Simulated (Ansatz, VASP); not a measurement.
# Two plane-wave programs on PbO

```
Pb O
1.0
     3.98040    0.00000    0.00000
     0.00000    3.98040    0.00000
     0.00000    0.00000    5.00091
Pb O
2 2
Direct
  0.00000 0.50000 0.23663
  0.50000 0.00000 0.76337
  0.00000 0.00000 0.00000
  0.50000 0.50000 0.00000
```

Alike in both runs: task single point; functional r2SCAN; k mesh 6 × 6 × 6; no spin polarisation.

```csv
,VASP,Ansatz
version,VASP 6.6.1,Ansatz 0.2.0
potentials or method,"VASP PAW PBE potentials, release 64 (Pb_d, O)","plane waves, PAW"
plane-wave cutoff (eV),520,500
occupations,"gaussian, width 0.01 eV",fixed
valence electrons in the cell,40,40
```

VASP gave:

* gap on the k mesh at the Fermi level (eV): 1.54
* pressure (GPa): 1.7
* traceless stress, the component that is largest in VASP (GPa): -0.09
* rms of the force components (eV/Å): 0.039

Task: Which values does Ansatz return?

Result: gap on the k mesh at the Fermi level (eV): 1.53; pressure (GPa): 1.2; traceless stress, the component that is largest in VASP (GPa): 0.02; rms of the force components (eV/Å): 0.006.

VASP's potentials were made for PBE, not for r2SCAN. Atom by atom the forces differ by 0.045 eV/Å (rms over components).

Spin-orbit coupling is off throughout.
